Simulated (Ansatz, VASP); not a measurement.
**SbMo: VASP beside Ansatz**

Contents of INCAR:

```
PREC = Accurate ; ENCUT = 600
EDIFF = 1E-6 ; ISMEAR = -1
SIGMA = 0.03 ; LREAL = F
LASPH = T ; NELM = 100
ALGO = Normal ; ISIF = 3
LWAVE = F ; LCHARG = F
GGA = PE ; IBRION = 2
NSW = 100 ; EDIFFG = -0.005
```

File KPOINTS:

```
Automatic mesh
0
Gamma
  10 10 10
```

Contents of POSCAR:

```
SbMo
1.0
    0.0000000000      2.7988117696      2.7988117696
    2.7988117696      0.0000000000      2.7988117696
    2.7988117696      2.7988117696      0.0000000000
Mo Sb
1 1
Direct
    0.0000000000      0.0000000000      0.0000000000
    0.5000000000      0.5000000000      0.5000000000
```

Input for Ansatz:

```yaml
crystal:
  lattice:
    - [0.0, 2.7988117696, 2.7988117696]
    - [2.7988117696, 0.0, 2.7988117696]
    - [2.7988117696, 2.7988117696, 0.0]
  atoms:
    - { symbol: Mo, position: [0.0, 0.0, 0.0] }
    - { symbol: Sb, position: [0.5, 0.5, 0.5] }
kpoints:
  mp_grid: { grid: [10, 10, 10] }
scf:
  occupations: { method: fermi_dirac, width: 0.03 }
hamiltonian:
  xc: pbe
  pseudopotentials: { kind: paw }
output:
  forces: true
  stress: true
relax:
  f_tol: 0.005
  max_steps: 80
  cell: {}
```

Alike in both runs: task relaxation of cell and atoms; functional PBE; k mesh 10 × 10 × 10; occupations fermi-dirac, width 0.03 eV; no spin polarisation.

|  | VASP | Ansatz |
| --- | --- | --- |
| version | VASP 6.6.1 | Ansatz 0.2.0 |
| potentials or method | VASP PAW PBE potentials, release 64 (Mo_sv, Sb) | PAW with Ansatz's default frozen-core files, scalar-relativistic |
| plane-wave cutoff (eV) | 600 | 420 |
| valence electrons in the cell | 19 | 29 |

VASP gave:

| Quantity | Value |
| --- | --- |
| relaxed volume (Å³/atom) | 21.02 |
| relaxed length of the cell vector where the two differ most in proportion (Å) | 3.903 |

**Question.** What did Ansatz give for the same quantities?

**Answer.** Relaxed volume (Å³/atom): 21.03; relaxed length of the cell vector where the two differ most in proportion (Å): 3.904.

VASP's potentials hold 19 valence electrons a cell and Ansatz's 29, so a difference there can come from the potentials and not from the codes.

Neither program's run includes spin-orbit coupling.
